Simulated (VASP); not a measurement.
# Al (Fm-3m) in VASP: notebook

The runs below take Al through single point, relaxation of cell and atoms, with PBE.

Everything below comes from runs of VASP 6.6.1. Logs are shortened: lines on timing, memory, paths and dates and some standing lists are left out, and cuts for length are marked.

### Step 1. The cell of the first run

Symmetry: Fm-3m, No. 225, cubic system. Conventional cell: a = 4.040 Å, b = 4.040 Å, c = 4.040 Å, α = 90.00°, β = 90.00°, γ = 90.00°. Al (site symmetry m-3m) has 12 Al at 2.86 Å within 3.8 Å.

### Step 2. Single point, PBE

INCAR

```
SYSTEM = Al
PREC = Accurate
ENCUT = 500
EDIFF = 1E-6
ISMEAR = -1
SIGMA = 0.05
LREAL = .FALSE.
LASPH = .TRUE.
NELM = 120
ALGO = Normal
ISIF = 2
LWAVE = .FALSE.
LCHARG = .TRUE.
GGA = PE
LELF = .TRUE.
LVHAR = .TRUE.
NBANDS = 8
GGA_COMPAT = .FALSE.
```

KPOINTS

```
Automatic mesh
0
G
  17 17 17
  0 0 0
```

POSCAR

```
Al
1.0
    0.0000000000      2.0197932864      2.0197932864
    2.0197932864      0.0000000000      2.0197932864
    2.0197932864      2.0197932864      0.0000000000
Al
1
Direct
    0.0000000000      0.0000000000      0.0000000000
```

Potentials or basis: VASP PAW PBE potentials, release 64 (Al).

Run with:

```bash
> cat potpaw_PBE.64/Al/POTCAR > POTCAR
> mpirun -np 1 vasp_std > vasp.out
```

OUTCAR:

```text
SYSTEM = Al
   PREC = Accurate
   ENCUT = 500
   EDIFF = 1E-6
   ISMEAR = -1
   LREAL = .FALSE.
   LASPH = .TRUE.
   NELM = 120
   ISIF = 2
   GGA = PE

 ion  position               nearest neighbor table
   1  0.000  0.000  0.000-

  LATTYP: Found a face centered cubic cell.
 ALAT       =     4.0395865728

  Lattice vectors:

 A1 = (   0.0000000000,   2.0197932864,   2.0197932864)
 A2 = (   2.0197932864,   0.0000000000,   2.0197932864)
 A3 = (   2.0197932864,   2.0197932864,   0.0000000000)

Analysis of symmetry for initial positions (statically):
=====================================================================
 Subroutine PRICEL returns:
 Original cell was already a primitive cell.

 Routine SETGRP: Setting up the symmetry group for a
 face centered cubic supercell.

 Subroutine GETGRP returns: Found 48 space group operations
 (whereof 48 operations were pure point group operations)
 out of a pool of 48 trial point group operations.

The static configuration has the point symmetry O_h .

Analysis of symmetry for dynamics (positions and initial velocities):
=====================================================================
 Subroutine PRICEL returns:
 Original cell was already a primitive cell.

 Routine SETGRP: Setting up the symmetry group for a
 face centered cubic supercell.

 Subroutine GETGRP returns: Found 48 space group operations
 (whereof 48 operations were pure point group operations)
 out of a pool of 48 trial point group operations.

The dynamic configuration has the point symmetry O_h .

 Subroutine INISYM returns: Found 48 space group operations
 (whereof 48 operations are pure point group operations),
 and found     1 'primitive' translations

----------------------------------------------------------------------------------------

                                     Primitive cell

  volume of cell :      16.4798

  direct lattice vectors                    reciprocal lattice vectors
     0.000000000  2.019793286  2.019793286    -0.247550085  0.247550085  0.247550085
     2.019793286  0.000000000  2.019793286     0.247550085 -0.247550085  0.247550085
     2.019793286  2.019793286  0.000000000     0.247550085  0.247550085 -0.247550085

  length of vectors
     2.856419059  2.856419059  2.856419059     0.428769325  0.428769325  0.428769325

  position of ions in fractional coordinates (direct lattice)
     0.000000000  0.000000000  0.000000000

  ion indices of the primitive-cell ions
[... 70 lines left out ...]
   LSORBIT =      F    spin-orbit coupling
   LASPH  =      T    aspherical Exc in radial PAW
   ENCUT  =  500.0 eV  36.75 Ry    6.06 a.u.   5.21  5.21  5.21*2*pi/ulx,y,z
   NELM   =    120;   NELMIN=  2; NELMDL= -5     # of ELM steps
   EDIFF  = 0.1E-05   stopping-criterion for ELM
   LREAL  =      F    real-space projection
   EDIFFG = 0.1E-04   stopping-criterion for IOM
   NSW    =      0    number of steps for IOM
   IBRION =     -1    ionic relax: 0-MD 1-quasi-New 2-CG
   NFREE  =      0    steps in history (QN), initial steepest desc. (CG)
   ISIF   =      2    stress and relaxation
   ISYM   =      2    0-nonsym 1-usesym 2-fastsym
   POTIM  = 0.5000    time-step for ionic-motion
   TEBEG  =    0.0;   TEEND  =   0.0 temperature during run
   PSTRESS=    0.0 pullay stress
   NELECT =       3.0000    total number of electrons
   NUPDOWN=      -1.0000    fix difference up-down
   EMIN   =  10.00;   EMAX   =-10.00  energy-range for DOS
   EFERMI =   0.00;   METHOD = LEGACY
   ISMEAR =    -1;   SIGMA  =   0.05  broadening in eV -4-tet -1-fermi 0-gaus
   EFERMI_NEDOS =   21; number of points for ismear=-14 and -15
   IALGO  =     38    algorithm
   IMIX   =      4    mixing-type and parameters
     AMIX     =   0.40;   BMIX     =  1.00
     AMIX_MAG =   1.60;   BMIX_MAG =  1.00
  volume/ion in A,a.u.               =      16.48       111.21
  Fermi-wavevector in a.u.,A,eV,Ry     =   0.927823  1.753331 11.712643  0.860855
  Thomas-Fermi vector in A             =   2.053934
   LORBIT       =      0    0 simple, 1 ext, 2 COOP (PROOUT), +10 PAW based schemes
   GGA     = PE    functional components
   LHFCALC =     F    Hartree Fock is set to
   AEXX    =    0.0000 exact exchange contribution
   IVDW    =     0    specifies the selected vdW correction
   LEPSILON=     F    determine dielectric tensor
   LRPA    =     F    only Hartree local field effects (RPA)
 non-spin polarized calculation
  energy-cutoff  :      500.00
  volume of cell :       16.48
 maximum number of plane-waves:       440
 NGX is ok and might be reduce to    24
   NGX = 11   NGY = 11   NGZ = 11

 number of electron       3.0000000 magnetization

 Free energy of the ion-electron system (eV)
  ---------------------------------------------------
  ext. energy  EPLUGINS =         0.00000000
  ---------------------------------------------------
  free energy    TOTEN  =        -3.74989140 eV

  energy without entropy =       -3.74617365  energy(sigma->0) =       -3.74803253

 E-fermi :   8.0162     XC(G=0): -10.2009

 val. band max:        7.9901619884   @ k =  -0.3529   0.3529   0.0000
 cond. band min:       8.0241323366   @ k =  -0.3529   0.4706   0.1765
 fundamental gap:      0.0339703482
 Fermi energy:         8.0162215128

 k-point     1 :       0.0000    0.0000    0.0000
  band No.  band energies     occupation
      1      -3.1297      2.00000
      2      20.6393      0.00000
      3      20.6393      0.00000
      4      20.6393      0.00000
      5      22.1404      0.00000
      6      22.1404      0.00000
      7      22.1404      0.00000
      8      24.4882      0.00000
[... 243 lines left out ...]
 k-point    24 :      -0.1176    0.0588    0.0000
  band No.  band energies     occupation
      1      -2.5345      2.00000
      2      15.8541      0.00000
      3      17.8917      0.00000
      4      20.7628      0.00000
      5      22.8703      0.00000
      6      23.2437      0.00000
      7      24.4139      0.00000
      8      24.6114      0.00000

 [... further k-points ...]
[... 5 lines left out ...]
  --------------------------------------------------------------------------------------
  -------------------------------------------------------------------------------------
  Total       -0.0008733     -0.0008733     -0.0008733      0.0000000     -0.0000000      0.0000000
  in kB       -0.0849030     -0.0849030     -0.0849030      0.0000000     -0.0000000      0.0000000
  external PRESSURE =      -0.0849030 kB  Pullay stress =       0.0000000 kB

 VOLUME and BASIS-vectors are now :
 -----------------------------------------------------------------------------
  energy-cutoff  :      500.00
  volume of cell :       16.48
      direct lattice vectors                 reciprocal lattice vectors
     0.000000000  2.019793286  2.019793286    -0.247550085  0.247550085  0.247550085
     2.019793286  0.000000000  2.019793286     0.247550085 -0.247550085  0.247550085
     2.019793286  2.019793286  0.000000000     0.247550085  0.247550085 -0.247550085

 POSITION                                       TOTAL-FORCE (eV/Angst)
 -----------------------------------------------------------------------------------
      0.00000      0.00000      0.00000         0.000000     -0.000000     -0.000000
 -----------------------------------------------------------------------------------
    total drift:                               -0.000000      0.000000      0.000000

  FREE ENERGIE OF THE ION-ELECTRON SYSTEM (eV)
  ---------------------------------------------------
  free  energy   TOTEN  =        -3.7498914042 eV

  energy  without entropy=       -3.7461736507  energy(sigma->0) =       -3.74803253
```

OSZICAR:

```text
N       E                     dE             d eps       ncg     rms          rms(c)
DAV:   1    -0.240962298300E+01   -0.24096E+01   -0.90574E+02  2640   0.203E+02
DAV:   2    -0.376587621263E+01   -0.13563E+01   -0.13329E+01  3752   0.182E+01
DAV:   3    -0.377234495341E+01   -0.64687E-02   -0.64672E-02  3408   0.142E+00
DAV:   4    -0.377236218807E+01   -0.17235E-04   -0.17235E-04  4104   0.645E-02
DAV:   5    -0.377236222456E+01   -0.36485E-07   -0.35167E-07  3464   0.151E-03    0.131E+00
DAV:   6    -0.375939056512E+01    0.12972E-01   -0.16367E-03  3568   0.193E-01    0.761E-01
DAV:   7    -0.374989785440E+01    0.94927E-02   -0.49289E-03  3416   0.313E-01    0.147E-01
DAV:   8    -0.374989333390E+01    0.45205E-05   -0.13312E-05  3744   0.260E-02    0.832E-03
DAV:   9    -0.374989175414E+01    0.15798E-05   -0.85621E-07  3832   0.406E-03    0.679E-04
DAV:  10    -0.374989140420E+01    0.34993E-06   -0.35017E-09  2320   0.418E-04
   1 F= -.37498914E+01 E0= -.37480325E+01  d E =-.371775E-02
```

It took 14 s on 1 thread of AMD EPYC 7R13 (Zen 3), shared host; peak memory 0.11 GiB.

Results:

| Quantity | Value |
| --- | --- |
| Free energy | -3.7499 eV |
| Pressure | 0.0 GPa |

Levels at points of the mesh, in eV from the Fermi level:
| k point | band 1 | band 2 | band 3 | band 4 |
| --- | --- | --- | --- | --- |
| (0.00, 0.00, 0.00) | -11.15 | 12.62 | 12.62 | 12.62 |

### Step 3. Relaxation of cell and atoms, PBE

This run uses another cell than the first one, of 13.09 Å³/atom, 0.794 times its volume.

INCAR

```
SYSTEM = Al
  ALGO = Normal
  EDIFF = 1E-7
  EDIFFG = -0.005
  ENCUT = 500
  GGA = PE
  GGA_COMPAT = .FALSE.
  IBRION = 2
  ISIF = 3
  ISMEAR = -1
  LASPH = .TRUE.
  LCHARG = .FALSE.
  LREAL = .FALSE.
  LWAVE = .FALSE.
  NELM = 120
  NELMIN = 4
  NSW = 100
  PREC = Accurate
  SIGMA = 0.05
```

KPOINTS

```
k-points
0
G
  17 17 17
  0 0 0
```

POSCAR

```
Al
1.0
    0.0000000000      1.8704843161      1.8704843161
    1.8704843161      0.0000000000      1.8704843161
    1.8704843161      1.8704843161      0.0000000000
Al
1
Direct
    0.0000000000      0.0000000000      0.0000000000
```

Potentials or basis: VASP PAW PBE potentials, release 64 (Al).

Run with:

```bash
> cat potpaw_PBE.64/Al/POTCAR > POTCAR
> mpirun -np 1 vasp_std > vasp.out
```

OUTCAR:

```text
SYSTEM = Al
   EDIFF = 1E-7
   EDIFFG = -0.005
   ENCUT = 500
   GGA = PE
   IBRION = 2
   ISIF = 3
   ISMEAR = -1
   LASPH = .TRUE.
   LREAL = .FALSE.
   NELM = 120
   NELMIN = 4
   NSW = 100
   PREC = Accurate

 ion  position               nearest neighbor table
   1  0.000  0.000  0.000-

  LATTYP: Found a face centered cubic cell.
 ALAT       =     3.7409686322

  Lattice vectors:

 A1 = (   0.0000000000,   1.8704843161,   1.8704843161)
 A2 = (   1.8704843161,   0.0000000000,   1.8704843161)
 A3 = (   1.8704843161,   1.8704843161,   0.0000000000)

Analysis of symmetry for initial positions (statically):
=====================================================================
 Subroutine PRICEL returns:
 Original cell was already a primitive cell.

 Routine SETGRP: Setting up the symmetry group for a
 face centered cubic supercell.

 Subroutine GETGRP returns: Found 48 space group operations
 (whereof 48 operations were pure point group operations)
 out of a pool of 48 trial point group operations.

The static configuration has the point symmetry O_h .

Analysis of symmetry for dynamics (positions and initial velocities):
=====================================================================
 Subroutine PRICEL returns:
 Original cell was already a primitive cell.

 Routine SETGRP: Setting up the symmetry group for a
 face centered cubic supercell.

 Subroutine GETGRP returns: Found 48 space group operations
 (whereof 48 operations were pure point group operations)
 out of a pool of 48 trial point group operations.

The dynamic configuration has the point symmetry O_h .

 Subroutine INISYM returns: Found 48 space group operations
 (whereof 48 operations are pure point group operations),
 and found     1 'primitive' translations

----------------------------------------------------------------------------------------

                                     Primitive cell

  volume of cell :      13.0886

  direct lattice vectors                    reciprocal lattice vectors
[... 76 lines left out ...]
   PREC   = accura    normal or accurate (medium, high low for compatibility)
   ISTART =      0    job   : 0-new  1-cont  2-samecut
   ICHARG =      2    charge: 1-file 2-atom 10-const
   ISPIN  =      1    spin polarized calculation?
   LNONCOLLINEAR =      F non collinear calculations
   LSORBIT =      F    spin-orbit coupling
   LASPH  =      T    aspherical Exc in radial PAW
   ENCUT  =  500.0 eV  36.75 Ry    6.06 a.u.   4.82  4.82  4.82*2*pi/ulx,y,z
   NELM   =    120;   NELMIN=  4; NELMDL= -5     # of ELM steps
   EDIFF  = 0.1E-06   stopping-criterion for ELM
   LREAL  =      F    real-space projection
   EDIFFG = -.5E-02   stopping-criterion for IOM
   NSW    =    100    number of steps for IOM
   IBRION =      2    ionic relax: 0-MD 1-quasi-New 2-CG
   NFREE  =      1    steps in history (QN), initial steepest desc. (CG)
   ISIF   =      3    stress and relaxation
   ISYM   =      2    0-nonsym 1-usesym 2-fastsym
   POTIM  = 0.5000    time-step for ionic-motion
   TEBEG  =    0.0;   TEEND  =   0.0 temperature during run
   PSTRESS=    0.0 pullay stress
   NELECT =       3.0000    total number of electrons
   NUPDOWN=      -1.0000    fix difference up-down
   EMIN   =  10.00;   EMAX   =-10.00  energy-range for DOS
   EFERMI =   0.00;   METHOD = LEGACY
   ISMEAR =    -1;   SIGMA  =   0.05  broadening in eV -4-tet -1-fermi 0-gaus
   EFERMI_NEDOS =   21; number of points for ismear=-14 and -15
   IALGO  =     38    algorithm
   IMIX   =      4    mixing-type and parameters
     AMIX     =   0.40;   BMIX     =  1.00
     AMIX_MAG =   1.60;   BMIX_MAG =  1.00
  volume/ion in A,a.u.               =      13.09        88.33
  Fermi-wavevector in a.u.,A,eV,Ry     =   1.001885  1.893288 13.657167  1.003773
  Thomas-Fermi vector in A             =   2.134336
   LORBIT       =      0    0 simple, 1 ext, 2 COOP (PROOUT), +10 PAW based schemes
   GGA     = PE    functional components
   LHFCALC =     F    Hartree Fock is set to
   AEXX    =    0.0000 exact exchange contribution
   IVDW    =     0    specifies the selected vdW correction
   LEPSILON=     F    determine dielectric tensor
   LRPA    =     F    only Hartree local field effects (RPA)
 conjugate gradient relaxation of ions
 non-spin polarized calculation
  energy-cutoff  :      500.00
  volume of cell :       13.09
 maximum number of plane-waves:       342
   NGX =  9   NGY =  9   NGZ =  9

--------------------------------------- Ionic step        1  -------------------------------------------

 number of electron       3.0000000 magnetization

 Free energy of the ion-electron system (eV)
  ---------------------------------------------------
  ext. energy  EPLUGINS =         0.00000000
  ---------------------------------------------------
  free energy    TOTEN  =        -3.48946218 eV

  energy without entropy =       -3.48663215  energy(sigma->0) =       -3.48804717

 E-fermi :  10.6394     XC(G=0): -11.0654

 val. band max:       10.6084842170   @ k =  -0.2353   0.3529   0.1176
 cond. band min:      10.6749542725   @ k =   0.4706   0.4118   0.0000
 fundamental gap:      0.0664700555
 Fermi energy:        10.6394245562
[... 532 lines left out ...]
--------------------------------------- Ionic step        5  -------------------------------------------

 number of electron       3.0000000 magnetization

 Free energy of the ion-electron system (eV)
  ---------------------------------------------------
  ext. energy  EPLUGINS =         0.00000000
  ---------------------------------------------------
  free energy    TOTEN  =        -3.74955143 eV

  energy without entropy =       -3.74583472  energy(sigma->0) =       -3.74769308

 E-fermi :   8.0211     XC(G=0): -10.2023

 val. band max:        7.9956498331   @ k =  -0.3529   0.3529   0.0000
 cond. band min:       8.0288542027   @ k =  -0.3529   0.4706   0.1765
 fundamental gap:      0.0332043695
 Fermi energy:         8.0210940378
[... 220 lines left out ...]
  FREE ENERGIE OF THE ION-ELECTRON SYSTEM (eV)
  ---------------------------------------------------
  free  energy   TOTEN  =        -3.7495514346 eV

  energy  without entropy=       -3.7458347247  energy(sigma->0) =       -3.74769308

 reached required accuracy - stopping structural energy minimisation
```

It took 16 s on 1 thread of AMD EPYC 7R13 (Zen 3), shared host; peak memory 0.1 GiB.

Results:

```yaml
Free_energy: -3.7496 eV
Relaxed_volume: 16.47 Å³/atom
Relaxed_cell: a = 2.856 Å, b = 2.856 Å, c = 2.856 Å, α = 60.00°, β = 60.00°, γ = 60.00°
Space_group_after_relaxing_to_0.05_Å: Fm-3m (No. 225)
Energy_gained_by_relaxing: 260.1 meV/atom
Ionic_steps: 5
Pressure_after_relaxing: 0.0 GPa
```

Step by step:
| step | energy change (eV) | largest force (eV/Å) | pressure (GPa) | volume (Å³) |
| --- | --- | --- | --- | --- |
| 1 | 0.0000 | 0.0000 | 30.24 | 13.09 |
| 2 | -0.2179 | 0.0000 | -6.52 | 18.35 |
| 3 | -0.2601 | 0.0000 | 0.17 | 16.44 |
| 4 | -0.2601 | 0.0000 | -0.17 | 16.51 |
| 5 | -0.2601 | 0.0000 | 0.01 | 16.47 |

Final structure:
```
Al
1.0
     0.00000    2.01950    2.01950
     2.01950    0.00000    2.01950
     2.01950    2.01950    0.00000
Al
1
Direct
  0.00000 0.00000 0.00000
```

Caveat: the volume moved by over 15 % at a fixed basis, so the end points are rough.
